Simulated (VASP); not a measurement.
# Mg9O8 (a cell with a defect) in VASP: a series of runs

Mg9O8 (a cell with a defect) is run at these levels: r2SCAN; tasks: single point.

Everything below comes from runs of VASP 6.6.1. Logs are shortened: lines on timing, memory, paths and dates and some standing lists are left out, and cuts for length are marked.

**1. The cell of the first run**

The cell holds a defect, 17 atoms: a = 5.905 Å, b = 5.905 Å, c = 5.905 Å, α = 60.00°, β = 60.00°, γ = 60.00°.

**2. Single point, r2SCAN**

File POSCAR:

```
Mg9O8
1.0
    0.0000000000      4.1752000000      4.1752000000
    4.1752000000      0.0000000000      4.1752000000
    4.1752000000      4.1752000000      0.0000000000
Mg O
9 8
Direct
   -0.0009612282     -0.0016124478     -0.0004944575
   -0.0009572729     -0.0016192224      0.5044315356
   -0.0009618414      0.5033027961     -0.0004933581
   -0.0682528713      0.5224577273      0.5235737878
    0.5039640356     -0.0016204176     -0.0004885400
    0.5231180690     -0.0689202238      0.5235850314
    0.5231015894      0.5224601675     -0.0677898116
    0.5231196590      0.5224557316      0.5235870213
    0.3752829237      0.3746100359      0.3757419319
    0.2481303473      0.2474871990      0.2485967138
    0.2481361145      0.2474691829      0.7571591582
    0.2481252272      0.7560288178      0.2485944075
    0.2174727702      0.7605417635      0.7616789192
    0.7566986544      0.2474654654      0.2486010294
    0.7612046563      0.2168110858      0.7616756168
    0.7612065609      0.7605356814      0.2179591974
    0.7612047064      0.7605438575      0.7616759166
```

File INCAR.step1:

```
SYSTEM = Mg9O8
  PREC = Accurate
  ENCUT = 520
  ISMEAR = 0
  SIGMA = 0.05
  LREAL = Auto
  LASPH = .TRUE.
  NELM = 100
  NBANDS = 47
  GGA = PE
  ALGO = Normal
  EDIFF = 1E-4
  LWAVE = .TRUE.
  LCHARG = .FALSE.
```

File INCAR.step2:

```
SYSTEM = Mg9O8
  PREC = Accurate
  ENCUT = 520
  EDIFF = 1E-7
  ISMEAR = 0
  SIGMA = 0.05
  LREAL = Auto
  LASPH = .TRUE.
  NELM = 100
  ALGO = Normal
  ISIF = 2
  LWAVE = .FALSE.
  LCHARG = .FALSE.
  METAGGA = R2SCAN
  LMIXTAU = .TRUE.
  NBANDS = 47
  ISTART = 1
```

File KPOINTS:

```
regular mesh
0
G
  3 3 3
  0 0 0
```

Potentials or basis: VASP PAW PBE potentials, release 64 (Mg, O).

The run is started by

```sh
$ cat potpaw_PBE.64/Mg/POTCAR potpaw_PBE.64/O/POTCAR > POTCAR
$ cp INCAR.step1 INCAR
$ mpirun -np 1 vasp_std > vasp.out
$ cp INCAR.step2 INCAR
$ mpirun -np 1 vasp_std > vasp.out
```

OUTCAR:

```text
SYSTEM = Mg9O8
   PREC = Accurate
   ENCUT = 520
   EDIFF = 1E-7
   ISMEAR = 0
   LREAL = Auto
   LASPH = .TRUE.
   NELM = 100
   ISIF = 2
   METAGGA = R2SCAN
   ISTART = 1

 ion  position               nearest neighbor table
   1  0.999  0.998  1.000-  15 1.99  13 1.99  16 1.99  14 2.08  12 2.08  11 2.08   2 2.92   5 2.92
                             3 2.92   7 2.97   4 2.97   4 2.97   6 2.97   6 2.97   7 2.97   3 2.98
   2  0.999  0.998  0.504-  15 1.99  17 1.99  13 1.99  14 2.08  12 2.08  10 2.08   1 2.92   3 2.92
                             5 2.92   6 2.97   4 2.97   8 2.97   4 2.97   8 2.97   6 2.97   5 2.98
   3  0.999  0.503  1.000-  17 1.99  13 1.99  16 1.99  14 2.08  11 2.08  10 2.08   5 2.92   2 2.92
                             1 2.92   7 2.97   4 2.97   4 2.97   8 2.97   8 2.97   7 2.97   1 2.98
   4  0.932  0.522  0.524-  16 2.03  17 2.03  15 2.03   9 2.14  10 2.31  12 2.31  11 2.31   8 2.41
                             6 2.41   7 2.41   3 2.97   1 2.97   2 2.97   2 2.97   3 2.97   1 2.97
   5  0.504  0.998  1.000-  17 1.99  15 1.99  16 1.99  11 2.08  12 2.08  10 2.08   3 2.92   1 2.92
                             2 2.92   7 2.97   6 2.97   8 2.97   6 2.97   8 2.97   7 2.97   2 2.98
   6  0.523  0.931  0.524-  16 2.03  17 2.03  13 2.03   9 2.14  11 2.31  14 2.31  10 2.31   8 2.41
                             7 2.41   4 2.41   2 2.97   5 2.97   1 2.97   5 2.97   1 2.97   2 2.97
   7  0.523  0.522  0.932-  13 2.03  15 2.03  17 2.03   9 2.14  10 2.31  12 2.31  14 2.31   8 2.41
                             6 2.41   4 2.41   3 2.97   1 2.97   5 2.97   5 2.97   1 2.97   3 2.97
   8  0.523  0.522  0.524-  16 2.03  15 2.03  13 2.03   9 2.14  11 2.31  14 2.31  12 2.31   7 2.41
                             4 2.41   6 2.41   2 2.97   5 2.97   3 2.97   5 2.97   2 2.97   3 2.97
   9  0.375  0.375  0.376-  14 1.84  11 1.84  12 1.84  10 1.84   8 2.14   6 2.14   7 2.14   4 2.14
                             3 3.46   2 3.46   1 3.46   5 3.47   5 3.47   3 3.47   1 3.47   2 3.47
  10  0.248  0.247  0.249-   9 1.84   3 2.08   5 2.08   2 2.08   7 2.31   4 2.31   6 2.31
  11  0.248  0.247  0.757-   9 1.84   1 2.08   5 2.08   3 2.08   6 2.31   8 2.31   4 2.31
  12  0.248  0.756  0.249-   9 1.84   1 2.08   2 2.08   5 2.08   4 2.31   7 2.31   8 2.31
  13  0.217  0.761  0.762-   1 1.99   3 1.99   2 1.99   7 2.03   8 2.03   6 2.03
  14  0.757  0.247  0.249-   9 1.84   1 2.08   2 2.08   3 2.08   6 2.31   8 2.31   7 2.31
  15  0.761  0.217  0.762-   1 1.99   5 1.99   2 1.99   8 2.03   7 2.03   4 2.03
  16  0.761  0.761  0.218-   1 1.99   3 1.99   5 1.99   4 2.03   8 2.03   6 2.03
  17  0.761  0.761  0.762-   3 1.99   5 1.99   2 1.99   6 2.03   4 2.03   7 2.03

  LATTYP: Found a face centered cubic cell.
 ALAT       =     8.3504000000

  Lattice vectors:

 A1 = (   0.0000000000,   4.1752000000,   4.1752000000)
 A2 = (   4.1752000000,   0.0000000000,   4.1752000000)
 A3 = (   4.1752000000,   4.1752000000,   0.0000000000)

Analysis of symmetry for initial positions (statically):
=====================================================================
 Subroutine PRICEL returns:
 Original cell was already a primitive cell.

 Routine SETGRP: Setting up the symmetry group for a
 face centered cubic supercell.

 Subroutine GETGRP returns: Found  2 space group operations
 (whereof  1 operations were pure point group operations)
 out of a pool of 48 trial point group operations.

The static configuration has the point symmetry C_1 .
 The point group associated with its full space group is C_1h.

Analysis of symmetry for dynamics (positions and initial velocities):
=====================================================================
 Subroutine PRICEL returns:
 Original cell was already a primitive cell.

 Routine SETGRP: Setting up the symmetry group for a
 face centered cubic supercell.

 Subroutine GETGRP returns: Found  2 space group operations
 (whereof  1 operations were pure point group operations)
 out of a pool of 48 trial point group operations.

The dynamic configuration has the point symmetry C_1 .
 The point group associated with its full space group is C_1h.

 Subroutine INISYM returns: Found  2 space group operations
 (whereof  1 operations are pure point group operations),
 and found     1 'primitive' translations

----------------------------------------------------------------------------------------

                                     Primitive cell

  volume of cell :     145.5666

  direct lattice vectors                    reciprocal lattice vectors
     0.000000000  4.175200000  4.175200000    -0.119754742  0.119754742  0.119754742
[... 56 lines left out ...]
    -0.039918247  0.039918247  0.039918247     0.333333333  0.000000000  0.000000000
     0.039918247 -0.039918247  0.039918247     0.000000000  0.333333333  0.000000000
     0.039918247  0.039918247 -0.039918247     0.000000000  0.000000000  0.333333333

  Length of vectors
     0.069140433  0.069140433  0.069140433

  Shift w.r.t. Gamma in fractional coordinates (k-lattice)
     0.000000000  0.000000000  0.000000000

 Subroutine IBZKPT returns following result:
 ===========================================

 Found     10 irreducible k-points:

 Following reciprocal coordinates:
            Coordinates               Weight
  0.000000  0.000000  0.000000      1.000000
  0.333333  0.000000  0.000000      2.000000
  0.000000  0.333333  0.000000      4.000000
  0.000000  0.000000  0.333333      2.000000
  0.333333  0.333333  0.000000      4.000000
  0.333333  0.000000  0.333333      2.000000
 -0.333333  0.333333  0.000000      4.000000
  0.000000 -0.333333  0.333333      4.000000
  0.333333  0.000000 -0.333333      2.000000
 -0.333333  0.333333 -0.333333      2.000000
   k-points           NKPTS =     10   k-points in BZ     NKDIM =     10   number of bands    NBANDS=     47
   number of dos      NEDOS =    301   number of ions     NIONS =     17
   total plane-waves  NPLWV = 110592
   dimension x,y,z NGX =    48 NGY =   48 NGZ =   48
   dimension x,y,z NGXF=    96 NGYF=   96 NGZF=   96
   ions per type =               9   8
   NGX,Y,Z   is equivalent  to a cutoff of  13.51, 13.51, 13.51 a.u.
   NGXF,Y,Z  is equivalent  to a cutoff of  27.03, 27.03, 27.03 a.u.
 SYSTEM =  Mg9O8
   PREC   = accura    normal or accurate (medium, high low for compatibility)
   ISTART =      1    job   : 0-new  1-cont  2-samecut
   ICHARG =      0    charge: 1-file 2-atom 10-const
   ISPIN  =      1    spin polarized calculation?
   LNONCOLLINEAR =      F non collinear calculations
   LSORBIT =      F    spin-orbit coupling
   LASPH  =      T    aspherical Exc in radial PAW
   ENCUT  =  520.0 eV  38.22 Ry    6.18 a.u.  10.98 10.98 10.98*2*pi/ulx,y,z
   NELM   =    100;   NELMIN=  2; NELMDL=  0     # of ELM steps
   EDIFF  = 0.1E-06   stopping-criterion for ELM
   LREAL  =      T    real-space projection
   EDIFFG = 0.1E-05   stopping-criterion for IOM
   NSW    =      0    number of steps for IOM
   IBRION =     -1    ionic relax: 0-MD 1-quasi-New 2-CG
   NFREE  =      0    steps in history (QN), initial steepest desc. (CG)
   ISIF   =      2    stress and relaxation
   ISYM   =      2    0-nonsym 1-usesym 2-fastsym
   POTIM  = 0.5000    time-step for ionic-motion
   TEBEG  =    0.0;   TEEND  =   0.0 temperature during run
   PSTRESS=    0.0 pullay stress
   NELECT =      66.0000    total number of electrons
   NUPDOWN=      -1.0000    fix difference up-down
   EMIN   =  10.00;   EMAX   =-10.00  energy-range for DOS
   EFERMI =   0.00;   METHOD = LEGACY
   ISMEAR =     0;   SIGMA  =   0.05  broadening in eV -4-tet -1-fermi 0-gaus
   EFERMI_NEDOS =   21; number of points for ismear=-14 and -15
   IALGO  =     38    algorithm
   IMIX   =      4    mixing-type and parameters
     AMIX     =   0.40;   BMIX     =  1.00
     AMIX_MAG =   1.60;   BMIX_MAG =  1.00
  volume/ion in A,a.u.               =       8.56        57.78
  Fermi-wavevector in a.u.,A,eV,Ry     =   1.257676  2.376663 21.521009  1.581750
  Thomas-Fermi vector in A             =   2.391323
   LORBIT       =      0    0 simple, 1 ext, 2 COOP (PROOUT), +10 PAW based schemes
   METAGGA = R2SCAN    functional components
   LHFCALC =     F    Hartree Fock is set to
   AEXX    =    0.0000 exact exchange contribution
   IVDW    =     0    specifies the selected vdW correction
   LEPSILON=     F    determine dielectric tensor
   LRPA    =     F    only Hartree local field effects (RPA)
 non-spin polarized calculation
 Gauss-broadening in eV      SIGMA  =   0.05
  energy-cutoff  :      520.00
  volume of cell :      145.57
 maximum number of plane-waves:      3944
 NGX is ok and might be reduce to    48
   NGX = 21   NGY = 21   NGZ = 21

 number of electron      66.0000009 magnetization

 Free energy of the ion-electron system (eV)
  ---------------------------------------------------
  ext. energy  EPLUGINS =         0.00000000
  ---------------------------------------------------
  free energy    TOTEN  =      -116.99277125 eV

  energy without entropy =     -116.98394362  energy(sigma->0) =     -116.98835743

 E-fermi :  11.0891     XC(G=0): -12.1035

 val. band max:       11.0480183830   @ k =  -0.3333   0.3333   0.0000
 cond. band min:      11.1444689501   @ k =   0.0000   0.3333   0.0000
 fundamental gap:      0.0964505671
 Fermi energy:        11.0891205511

 k-point     1 :       0.0000    0.0000    0.0000
  band No.  band energies     occupation
      1     -15.0320      2.00000
      2     -13.8334      2.00000
      3     -13.8333      2.00000
      4     -13.8333      2.00000
      5     -13.6064      2.00000
      6     -13.1039      2.00000
[... 469 lines left out ...]
     44      15.4615      0.00000
     45      15.9432      0.00000
 [bands above 45 left out]

------------------------ aborting loop because EDIFF is reached ----------------------------------------

  FORCE on cell =-STRESS in cart. coord.  units (eV):
  Direction    XX          YY          ZZ          XY          YZ          ZX
  --------------------------------------------------------------------------------------
  -------------------------------------------------------------------------------------
  Total       40.6333516     40.6368170     40.6333516     -0.0000103      0.0000118     -0.0014405
  in kB      447.2304667    447.2686081    447.2304667     -0.0001139      0.0001303     -0.0158544
  external PRESSURE =     447.2431805 kB  Pullay stress =       0.0000000 kB

 VOLUME and BASIS-vectors are now :
 -----------------------------------------------------------------------------
  energy-cutoff  :      520.00
  volume of cell :      145.57
      direct lattice vectors                 reciprocal lattice vectors
     0.000000000  4.175200000  4.175200000    -0.119754742  0.119754742  0.119754742
     4.175200000  0.000000000  4.175200000     0.119754742 -0.119754742  0.119754742
     4.175200000  4.175200000  0.000000000     0.119754742  0.119754742 -0.119754742

 POSITION                                       TOTAL-FORCE (eV/Angst)
 -----------------------------------------------------------------------------------
      8.34160      8.34432      8.33965        -0.018158     -0.017591     -0.017894
      6.27454      6.27731      8.33964         0.016912      0.016350     -0.016912
      6.27453      8.34432      6.27257         0.017894     -0.017591      0.018158
      4.36739      6.07626      6.07160         0.014416     -0.012434     -0.014416
      8.34159      6.27731      6.27259        -0.017435      0.016697      0.017435
      6.07352      4.37019      6.07157        -0.014098      0.016024     -0.015020
[... 9 lines left out ...]
      4.08541      4.08821      6.35358         0.077842      0.076645     -0.077842
      6.35557      6.35833      6.35360        -0.077631     -0.079079     -0.077661
 -----------------------------------------------------------------------------------
    total drift:                               -0.013829     -0.017384     -0.006765

  FREE ENERGIE OF THE ION-ELECTRON SYSTEM (eV)
  ---------------------------------------------------
  free  energy   TOTEN  =      -116.9927712457 eV

  energy  without entropy=     -116.9839436231  energy(sigma->0) =     -116.98835743
```

Wall time 6.1 min (1 thread of AMD EPYC 9R45 (Zen 5), shared host); peak memory 0.33 GiB.

Results:

- Free energy: -116.9928 eV
- Pressure: 44.7 GPa
- Largest force: 0.137 eV/Å
- Band gap on the k mesh: zero (bands 33 and 34 overlap by 0.25 eV)

Forces on the atoms (eV/Å):
```
Mg  -0.018 -0.018 -0.018
Mg   0.017  0.016 -0.017
Mg   0.018 -0.018  0.018
Mg   0.014 -0.012 -0.014
Mg  -0.017  0.017  0.017
Mg  -0.014  0.016 -0.015
Mg  -0.014 -0.013  0.014
Mg   0.015  0.016  0.014
Mg  -0.001 -0.006  0.001
O   -0.063 -0.060 -0.065
O    0.061  0.062 -0.061
O    0.065 -0.060  0.063
O   -0.080  0.077  0.080
O   -0.061  0.064  0.061
O    0.078 -0.079  0.078
O    0.078  0.077 -0.078
O   -0.078 -0.079 -0.078
```

Caveat: the k points lie up to 0.43 Å⁻¹ apart; the PAW data sets were made with another functional, which shifts forces and pressure a little.

**3. Single point, r2SCAN**

File POSCAR:

```
Mg9O8
1.0
    0.0000000000      4.1752000000      4.1752000000
    4.1752000000      0.0000000000      4.1752000000
    4.1752000000      4.1752000000      0.0000000000
Mg O
9 8
Direct
    0.0023102012      0.0008639514     -0.0039669911
    0.0022890528      0.0009947225      0.5013367410
    0.0703933069      0.4764580705     -0.0232479684
    0.0022877284      0.4954914783      0.5013170386
    0.4784923222      0.0672767134     -0.0225706747
    0.4969716004      0.0008807254      0.5013565299
    0.4785177960      0.4768751052     -0.0225886788
    0.4783289585      0.4770286366      0.5677063355
    0.6278673451      0.6239057364      0.1244270415
    0.2403721077      0.2389535130      0.2818237698
    0.2403218293      0.2389307710      0.7394187137
    0.2455470250      0.7513370877      0.2518989739
    0.2403316711      0.7814110572      0.7394242545
    0.7525758660      0.2424568814      0.2527065014
    0.7826200654      0.2389965701      0.7394896355
    0.7525585751      0.7523671658      0.2527198295
    0.7526848290      0.7522341040      0.7429401382
```

File INCAR.step1:

```
PREC = Accurate
ENCUT = 520
ISMEAR = 0
SIGMA = 0.05
LREAL = Auto
LASPH = T
NELM = 100
NBANDS = 47
GGA = PE
ALGO = Normal
EDIFF = 1E-4
LWAVE = T
LCHARG = F
```

File INCAR.step2:

```
PREC = Accurate
ENCUT = 520
EDIFF = 1E-7
ISMEAR = 0
SIGMA = 0.05
LREAL = Auto
LASPH = T
NELM = 100
ALGO = Normal
ISIF = 2
LWAVE = F
LCHARG = F
METAGGA = R2SCAN
LMIXTAU = T
NBANDS = 47
ISTART = 1
```

File KPOINTS:

```
regular mesh
0
Gamma
  3 3 3
```

Potentials or basis: VASP PAW PBE potentials, release 64 (Mg, O).

The run is started by

```sh
$ cat potpaw_PBE.64/Mg/POTCAR potpaw_PBE.64/O/POTCAR > POTCAR
$ cp INCAR.step1 INCAR
$ mpirun -np 1 vasp_std > vasp.out
$ cp INCAR.step2 INCAR
$ mpirun -np 1 vasp_std > vasp.out
```

Run time: 8.4 min. Hardware: 1 thread of AMD EPYC 9R45 (Zen 5), shared host; peak memory 0.33 GiB.

Results (log left out):

| Item | Value |
| --- | --- |
| Free energy | -116.9946 eV |
| Pressure | 44.7 GPa |
| Largest force | 0.089 eV/Å |
| Band gap on the k mesh | zero (bands 33 and 34 overlap by 0.26 eV) |

Forces on the atoms (eV/Å):
```
Mg   0.008  0.011 -0.007
Mg  -0.013 -0.009 -0.014
Mg  -0.036  0.038  0.036
Mg   0.014 -0.008  0.013
Mg   0.027 -0.031  0.029
Mg   0.006 -0.002 -0.005
Mg  -0.027 -0.030 -0.027
Mg   0.030  0.035 -0.031
Mg   0.027 -0.036 -0.028
O   -0.039 -0.038  0.038
O    0.034  0.039  0.039
O    0.044 -0.043 -0.044
O   -0.039  0.039 -0.035
O   -0.056  0.057 -0.041
O    0.034 -0.038 -0.034
O    0.040  0.057  0.056
O   -0.055 -0.041  0.055
```

Stress tensor (GPa, compression positive):
```
44.76 -0.05 -0.05
-0.05 44.70  0.04
-0.05  0.04 44.75
```

Levels at points of the mesh, in eV from the Fermi level:
```csv
k point,band 30,band 31,band 32,band 33,band 34,band 35,band 36,band 37
"(0.00, 0.00, 0.00)",-7.66,-7.66,-7.66,-2.38,-0.30,0.81,0.82,0.82
```

Caveat: the k points lie up to 0.43 Å⁻¹ apart; the PAW data sets were made with another functional, which shifts forces and pressure a little.
